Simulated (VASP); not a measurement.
# Ni (Fm-3m) in VASP: further runs

Ni is run at these levels: PBE; tasks: single point.

Program: VASP 6.6.1. These are calculated values, not measurements. Logs are shortened: lines on timing, memory, paths and dates and some standing lists are left out, and cuts for length are marked.

**1. The cell of the first run**

It takes space group Fm-3m (No. 225, cubic). Conventional cell: a = 3.519 Å, b = 3.519 Å, c = 3.519 Å, α = 90.00°, β = 90.00°, γ = 90.00°. Within 3.3 Å of Ni (site symmetry m-3m) lie 12 Ni at 2.49 Å.

**2. Single point, PBE**

INCAR

```
ALGO     = Normal         # electronic algorithm
EDIFF    = 1E-6           # SCF threshold, eV
ENCUT    = 520            # plane-wave cutoff, eV
GGA      = PE             # functional
ISIF     = 2              # what is computed and relaxed
ISMEAR   = 0              # smearing method
LASPH    = T              # aspherical terms in the spheres
LCHARG   = F              # write CHGCAR
LREAL    = F              # projectors in reciprocal space
LWAVE    = F              # write WAVECAR
NBANDS   = 11             # bands
NELM     = 100            # most SCF steps
PREC     = Accurate       # precision mode
SIGMA    = 0.05           # smearing width, eV
```

KPOINTS

```
k-points
0
Gamma
  22 22 22
```

POSCAR

```
Ni
1.0
    0.0000000000      1.7593096176      1.7593096176
    1.7593096176      0.0000000000      1.7593096176
    1.7593096176      1.7593096176      0.0000000000
Ni
1
Direct
    0.0000000000      0.0000000000      0.0000000000
```

Potentials or basis: VASP PAW PBE potentials, release 64 (Ni).

Run with:

```console
> cat potpaw_PBE.64/Ni/POTCAR > POTCAR
> mpirun -np 1 vasp_std > vasp.out
```

OUTCAR:

```text
EDIFF = 1E-6
   ENCUT = 520
   GGA = PE
   ISIF = 2
   ISMEAR = 0
   LASPH = T
   LREAL = F
   NELM = 100
   PREC = Accurate

 ion  position               nearest neighbor table
   1  0.000  0.000  0.000-

  LATTYP: Found a face centered cubic cell.
 ALAT       =     3.5186192352

  Lattice vectors:

 A1 = (   0.0000000000,   1.7593096176,   1.7593096176)
 A2 = (   1.7593096176,   0.0000000000,   1.7593096176)
 A3 = (   1.7593096176,   1.7593096176,   0.0000000000)

Analysis of symmetry for initial positions (statically):
=====================================================================
 Subroutine PRICEL returns:
 Original cell was already a primitive cell.

 Routine SETGRP: Setting up the symmetry group for a
 face centered cubic supercell.

 Subroutine GETGRP returns: Found 48 space group operations
[... 9 lines left out ...]

 Routine SETGRP: Setting up the symmetry group for a
 face centered cubic supercell.

 Subroutine GETGRP returns: Found 48 space group operations
[... 11 lines left out ...]
                                     Primitive cell

  volume of cell :      10.8907

  direct lattice vectors                    reciprocal lattice vectors
     0.000000000  1.759309618  1.759309618    -0.284202391  0.284202391  0.284202391
     1.759309618  0.000000000  1.759309618     0.284202391 -0.284202391  0.284202391
     1.759309618  1.759309618  0.000000000     0.284202391  0.284202391 -0.284202391

  length of vectors
     2.488039522  2.488039522  2.488039522     0.492252981  0.492252981  0.492252981

  position of ions in fractional coordinates (direct lattice)
     0.000000000  0.000000000  0.000000000

  ion indices of the primitive-cell ions
   primitive index   ion index
                 1           1

----------------------------------------------------------------------------------------

 KPOINTS: k-points

Automatic generation of k-mesh.
 Grid dimensions read from file:
 generate k-points for:   22   22   22

 Generating k-lattice:

  Cartesian coordinates                     Fractional coordinates (reciprocal lattice)
    -0.012918291  0.012918291  0.012918291     0.045454545  0.000000000  0.000000000
     0.012918291 -0.012918291  0.012918291     0.000000000  0.045454545  0.000000000
     0.012918291  0.012918291 -0.012918291     0.000000000  0.000000000  0.045454545

  Length of vectors
     0.022375136  0.022375136  0.022375136

  Shift w.r.t. Gamma in fractional coordinates (k-lattice)
     0.000000000  0.000000000  0.000000000

 Subroutine IBZKPT returns following result:
 ===========================================

 Found    328 irreducible k-points:

 Following reciprocal coordinates:
            Coordinates               Weight
  0.000000  0.000000  0.000000      1.000000
  0.045455  0.000000  0.000000      8.000000
  0.090909  0.000000  0.000000      8.000000
  0.136364  0.000000  0.000000      8.000000
  0.181818  0.000000  0.000000      8.000000
  0.227273  0.000000  0.000000      8.000000
[... 16 lines left out ...]
  0.500000  0.045455  0.000000     24.000000
 -0.454545  0.045455  0.000000     24.000000
 [... further k-points ...]
   k-points           NKPTS =    328   k-points in BZ     NKDIM =    328   number of bands    NBANDS=     11
   number of dos      NEDOS =    301   number of ions     NIONS =      1
   total plane-waves  NPLWV =   8000
   dimension x,y,z NGX =    20 NGY =   20 NGZ =   20
   dimension x,y,z NGXF=    40 NGYF=   40 NGZF=   40
   ions per type =               1
   NGX,Y,Z   is equivalent  to a cutoff of  13.36, 13.36, 13.36 a.u.
   NGXF,Y,Z  is equivalent  to a cutoff of  26.73, 26.73, 26.73 a.u.
 SYSTEM =  unknown system
   PREC   = accura    normal or accurate (medium, high low for compatibility)
   ISTART =      0    job   : 0-new  1-cont  2-samecut
   ICHARG =      2    charge: 1-file 2-atom 10-const
   ISPIN  =      1    spin polarized calculation?
   LNONCOLLINEAR =      F non collinear calculations
   LSORBIT =      F    spin-orbit coupling
   LASPH  =      T    aspherical Exc in radial PAW
   ENCUT  =  520.0 eV  38.22 Ry    6.18 a.u.   4.63  4.63  4.63*2*pi/ulx,y,z
   NELM   =    100;   NELMIN=  2; NELMDL= -5     # of ELM steps
   EDIFF  = 0.1E-05   stopping-criterion for ELM
   LREAL  =      F    real-space projection
   EDIFFG = 0.1E-04   stopping-criterion for IOM
   NSW    =      0    number of steps for IOM
   IBRION =     -1    ionic relax: 0-MD 1-quasi-New 2-CG
   NFREE  =      0    steps in history (QN), initial steepest desc. (CG)
   ISIF   =      2    stress and relaxation
   ISYM   =      2    0-nonsym 1-usesym 2-fastsym
   POTIM  = 0.5000    time-step for ionic-motion
   TEBEG  =    0.0;   TEEND  =   0.0 temperature during run
   PSTRESS=    0.0 pullay stress
   NELECT =      10.0000    total number of electrons
   NUPDOWN=      -1.0000    fix difference up-down
   EMIN   =  10.00;   EMAX   =-10.00  energy-range for DOS
   EFERMI =   0.00;   METHOD = LEGACY
   ISMEAR =     0;   SIGMA  =   0.05  broadening in eV -4-tet -1-fermi 0-gaus
   EFERMI_NEDOS =   21; number of points for ismear=-14 and -15
   IALGO  =     38    algorithm
   IMIX   =      4    mixing-type and parameters
     AMIX     =   0.40;   BMIX     =  1.00
     AMIX_MAG =   1.60;   BMIX_MAG =  1.00
  volume/ion in A,a.u.               =      10.89        73.49
  Fermi-wavevector in a.u.,A,eV,Ry     =   1.591192  3.006917 34.448477  2.531892
  Thomas-Fermi vector in A             =   2.689770
   LORBIT       =      0    0 simple, 1 ext, 2 COOP (PROOUT), +10 PAW based schemes
   GGA     = PE    functional components
   LHFCALC =     F    Hartree Fock is set to
   AEXX    =    0.0000 exact exchange contribution
   IVDW    =     0    specifies the selected vdW correction
   LEPSILON=     F    determine dielectric tensor
   LRPA    =     F    only Hartree local field effects (RPA)
 non-spin polarized calculation
 Gauss-broadening in eV      SIGMA  =   0.05
  energy-cutoff  :      520.00
  volume of cell :       10.89
 maximum number of plane-waves:       306
   NGX =  9   NGY =  9   NGZ =  9

 number of electron      10.0000009 magnetization

 Free energy of the ion-electron system (eV)
  ---------------------------------------------------
  ext. energy  EPLUGINS =         0.00000000
  ---------------------------------------------------
  free energy    TOTEN  =        -5.41349498 eV

  energy without entropy =       -5.40741511  energy(sigma->0) =       -5.41045504

 E-fermi :   9.1518     XC(G=0): -13.2484

 val. band max:        9.1485593792   @ k =   0.4545   0.0909   0.0000
 cond. band min:       9.1523303573   @ k =   0.3636   0.2727   0.0909
 fundamental gap:      0.0037709781
 Fermi energy:         9.1517946905

 k-point     1 :       0.0000    0.0000    0.0000
  band No.  band energies     occupation
      1       0.3411      2.00000
      2       7.3224      2.00000
      3       7.3224      2.00000
      4       7.3224      2.00000
      5       8.4181      2.00000
      6       8.4181      2.00000
      7      32.9946      0.00000
      8      36.9215      0.00000
      9      36.9215      0.00000
     10      36.9215      0.00000
     11      39.9190      0.00000

 k-point     2 :       0.0455    0.0000    0.0000
  band No.  band energies     occupation
      1       0.4221      2.00000
      2       7.3000      2.00000
      3       7.3411      2.00000
      4       7.3411      2.00000
      5       8.4099      2.00000
      6       8.4099      2.00000
      7      32.7737      0.00000
      8      35.7271      0.00000
      9      36.7223      0.00000
     10      36.7223      0.00000
     11      40.2113      0.00000

 k-point     3 :       0.0909    0.0000    0.0000
  band No.  band energies     occupation
      1       0.6629      2.00000
      2       7.2368      2.00000
      3       7.3923      2.00000
      4       7.3923      2.00000
      5       8.3900      2.00000
      6       8.3900      2.00000
      7      31.6738      0.00000
      8      34.4403      0.00000
      9      36.2839      0.00000
     10      36.2839      0.00000
     11      40.8920      0.00000

 k-point     4 :       0.1364    0.0000    0.0000
  band No.  band energies     occupation
      1       1.0564      2.00000
      2       7.1449      2.00000
      3       7.4602      2.00000
      4       7.4602      2.00000
      5       8.3737      2.00000
      6       8.3737      2.00000
      7      29.6096      0.00000
      8      33.9606      0.00000
      9      35.8014      0.00000
     10      35.8014      0.00000
     11      40.9956      0.00000

 k-point     5 :       0.1818    0.0000    0.0000
  band No.  band energies     occupation
      1       1.5888      2.00000
      2       7.0446      2.00000
      3       7.5173      2.00000
      4       7.5173      2.00000
      5       8.3872      2.00000
      6       8.3872      2.00000
      7      27.2910      0.00000
      8      33.6605      0.00000
      9      35.3570      0.00000
     10      35.3570      0.00000
     11      41.0093      0.00000
[... 211 lines left out ...]
 k-point    21 :       0.4091    0.0455    0.0000
  band No.  band energies     occupation
      1       4.5160      2.00000
      2       7.3024      2.00000
      3       7.3805      2.00000
      4       7.6959      2.00000
      5       9.0558      1.99336
      6       9.1237      1.57244
      7      17.5622      0.00000
      8      31.5033      0.00000
      9      32.8760      0.00000
     10      34.4264      0.00000
     11      37.6306      0.00000

 k-point    22 :       0.4545    0.0455    0.0000
  band No.  band energies     occupation
      1       4.7279      2.00000
      2       7.2581      2.00000
      3       7.3344      2.00000
      4       8.2095      2.00000
      5       9.1340      1.38597
      6       9.4397      0.00000
      7      16.1150      0.00000
      8      31.2677      0.00000
      9      33.0306      0.00000
     10      33.8352      0.00000
     11      37.6411      0.00000

 k-point    23 :       0.5000    0.0455    0.0000
  band No.  band energies     occupation
      1       4.8043      2.00000
      2       7.2390      2.00000
      3       7.3098      2.00000
      4       8.4904      2.00000
      5       9.1549      0.92974
      6       9.7279      0.00000
      7      15.3046      0.00000
      8      31.1178      0.00000
      9      33.3404      0.00000
     10      33.4113      0.00000
     11      37.7133      0.00000

 k-point    24 :      -0.4545    0.0455    0.0000
  band No.  band energies     occupation
      1       4.7903      2.00000
      2       7.2477      2.00000
      3       7.3103      2.00000
      4       8.4483      2.00000
      5       9.1140      1.71431
      6       9.6785      0.00000
      7      15.4792      0.00000
      8      31.0538      0.00000
      9      33.1830      0.00000
     10      33.8070      0.00000
     11      37.3650      0.00000

 [... further k-points ...]

------------------------ aborting loop because EDIFF is reached ----------------------------------------

  FORCE on cell =-STRESS in cart. coord.  units (eV):
  Direction    XX          YY          ZZ          XY          YZ          ZX
  --------------------------------------------------------------------------------------
  -------------------------------------------------------------------------------------
  Total       -0.0866343     -0.0866343     -0.0866343     -0.0000000     -0.0000000     -0.0000000
  in kB      -12.7451061    -12.7451061    -12.7451061     -0.0000000     -0.0000000     -0.0000000
  external PRESSURE =     -12.7451061 kB  Pullay stress =       0.0000000 kB

 VOLUME and BASIS-vectors are now :
 -----------------------------------------------------------------------------
  energy-cutoff  :      520.00
  volume of cell :       10.89
      direct lattice vectors                 reciprocal lattice vectors
     0.000000000  1.759309618  1.759309618    -0.284202391  0.284202391  0.284202391
     1.759309618  0.000000000  1.759309618     0.284202391 -0.284202391  0.284202391
     1.759309618  1.759309618  0.000000000     0.284202391  0.284202391 -0.284202391

 POSITION                                       TOTAL-FORCE (eV/Angst)
 -----------------------------------------------------------------------------------
      0.00000      0.00000      0.00000         0.000000      0.000000      0.000000
 -----------------------------------------------------------------------------------
    total drift:                                0.000000      0.000000      0.000000

  FREE ENERGIE OF THE ION-ELECTRON SYSTEM (eV)
  ---------------------------------------------------
  free  energy   TOTEN  =        -5.4134949816 eV

  energy  without entropy=       -5.4074151071  energy(sigma->0) =       -5.41045504
```

Wall time 14 s (1 thread of Intel Xeon 6975P-C (Granite Rapids), shared host); peak memory 0.15 GiB.

What came out:

* Free energy: -5.4135 eV
* Pressure: -1.3 GPa
* Band gap on the k mesh: zero (band 5 reaches 9.34 eV, above the bottom of band 6 at 8.37 eV)

Levels at points of the mesh, in eV from the Fermi level:
| k point | band 2 | band 3 | band 4 | band 5 | band 6 | band 7 | band 8 | band 9 |
| --- | --- | --- | --- | --- | --- | --- | --- | --- |
| (0.00, 0.00, 0.00) | -1.83 | -1.83 | -1.83 | -0.73 | -0.73 | 23.84 | 27.77 | 27.77 |
| (0.50, 0.00, 0.00) | -1.87 | -1.87 | -0.11 | 0.00 | 0.00 | 6.08 | 22.34 | 24.91 |
| (0.50, 0.50, 0.00) | -3.66 | -0.01 | 0.18 | 0.18 | 2.64 | 9.55 | 15.03 | 15.03 |

Caveat: the run has no spin polarisation, though such a crystal can be magnetic. Spin polarisation is off, so any magnetic state and its effect on volume and gap are missing.

**3. Single point, PBE, collinear spin, ferromagnetic start**

INCAR

```
  ALGO = Normal
  EDIFF = 1E-6
  ENCUT = 520
  GGA = PE
  ISIF = 2
  ISMEAR = 0
  ISPIN = 2
  LASPH = T
  LCHARG = F
  LMAXMIX = 4
  LORBIT = 11
  LREAL = F
  LWAVE = F
  MAGMOM = 0.76
  NBANDS = 15
  NELM = 150
  PREC = Accurate
  SIGMA = 0.05
```

KPOINTS is that of step 2.

POSCAR

```
Ni
1.0
    0.0000000000      1.7584574567      1.7584574567
    1.7584574567      0.0000000000      1.7584574567
    1.7584574567      1.7584574567      0.0000000000
Ni
1
Direct
    0.0000000000      0.0000000000      0.0000000000
```

Potentials or basis: VASP PAW PBE potentials, release 64 (Ni).

Run with:

```console
> cat potpaw_PBE.64/Ni/POTCAR > POTCAR
> mpirun -np 1 vasp_std > vasp.out
```

Wall time 37 s (1 thread of Intel Xeon 6975P-C (Granite Rapids), shared host); peak memory 0.18 GiB.

The run converged. Its results:

```
Free energy                                           : -5.4717 eV
Pressure                                              : 0.3 GPa
Net moment                                            : 0.64 μB per cell
Site moments                                          : Ni +0.66 μB
Valence electrons inside the program's atomic spheres : Ni 9.31
```

Levels at points of the mesh, in eV from the Fermi level:
Spin up:
```
           k point  band 1  band 2  band 3  band 4  band 5  band 6  band 7  band 8  band 9  band 10
(0.00, 0.00, 0.00)   -9.03   -2.46   -2.46   -2.46   -1.28   -1.28   23.72   27.58   27.58    27.58
(0.50, 0.00, 0.00)   -4.86   -2.44   -2.44   -0.63   -0.63   -0.31    5.64   22.21   24.67    24.67
(0.50, 0.50, 0.00)   -4.67   -4.22   -0.57   -0.50   -0.50    2.44    9.21   14.82   14.82    19.71
```
Spin down:
```tsv
k point	band 3	band 4	band 5	band 6	band 7	band 8
(0.00, 0.00, 0.00)	-1.69	-1.69	-0.68	-0.68	23.55	27.56
(0.50, 0.00, 0.00)	-1.81	-0.37	0.15	0.15	6.08	22.06
(0.50, 0.50, 0.00)	0.05	0.39	0.39	2.40	9.46	14.83
```

**4. Single point, PBE, collinear spin, ferromagnetic start**

INCAR

```
PREC     = Accurate       # precision mode
ENCUT    = 520            # plane-wave cutoff, eV
EDIFF    = 1E-6           # SCF threshold, eV
ISMEAR   = 0              # smearing method
SIGMA    = 0.05           # smearing width, eV
LREAL    = F              # projectors in reciprocal space
LASPH    = T              # aspherical terms in the spheres
NELM     = 150            # most SCF steps
ALGO     = Fast           # electronic algorithm
ISIF     = 2              # what is computed and relaxed
LWAVE    = F              # write WAVECAR
LCHARG   = F              # write CHGCAR
ISPIN    = 2              # spin polarisation
MAGMOM   = 0.76           # initial moments
LORBIT   = 11             # projections on sites
LMAXMIX  = 4              # l up to which the mixer works
GGA      = PE             # functional
NBANDS   = 15             # bands
```

KPOINTS

```
regular mesh
0
Gamma
  22 22 22
```

POSCAR

```
Ni
1.0
    0.0000000000      1.7593096176      1.7593096176
    1.7593096176      0.0000000000      1.7593096176
    1.7593096176      1.7593096176      0.0000000000
Ni
1
Direct
    0.0000000000      0.0000000000      0.0000000000
```

Run with:

```console
> cat potpaw_PBE.64/Ni/POTCAR > POTCAR
> mpirun -np 1 vasp_std > vasp.out
```

Run time: 46 s. Hardware: 1 thread of Intel Xeon 6975P-C (Granite Rapids), shared host; peak memory 0.19 GiB.

It converged, with:

```yaml
Free_energy: -5.4718 eV
Pressure: -0.5 GPa
Net_moment: 0.65 μB per cell
Site_moments: Ni +0.66 μB
Valence_electrons_inside_the_program's_atomic_spheres: Ni 9.31
```

Levels at points of the mesh, in eV from the Fermi level:
Spin up:
| k point | band 1 | band 2 | band 3 | band 4 | band 5 | band 6 | band 7 | band 8 | band 9 | band 10 |
| --- | --- | --- | --- | --- | --- | --- | --- | --- | --- | --- |
| (0.00, 0.00, 0.00) | -9.02 | -2.46 | -2.46 | -2.46 | -1.28 | -1.28 | 23.70 | 27.55 | 27.55 | 27.55 |
| (0.50, 0.00, 0.00) | -4.85 | -2.44 | -2.44 | -0.63 | -0.63 | -0.30 | 5.63 | 22.19 | 24.64 | 24.64 |
| (0.50, 0.50, 0.00) | -4.66 | -4.22 | -0.57 | -0.51 | -0.51 | 2.43 | 9.19 | 14.80 | 14.80 | 19.69 |
Spin down:
| k point | band 2 | band 3 | band 4 | band 5 | band 6 | band 7 | band 8 | band 9 |
| --- | --- | --- | --- | --- | --- | --- | --- | --- |
| (0.00, 0.00, 0.00) | -1.68 | -1.68 | -1.68 | -0.68 | -0.68 | 23.54 | 27.54 | 27.54 |
| (0.50, 0.00, 0.00) | -1.80 | -1.80 | -0.36 | 0.15 | 0.15 | 6.07 | 22.05 | 24.73 |
| (0.50, 0.50, 0.00) | -3.58 | 0.05 | 0.38 | 0.38 | 2.39 | 9.44 | 14.81 | 14.81 |

[end of part 1 of 2]
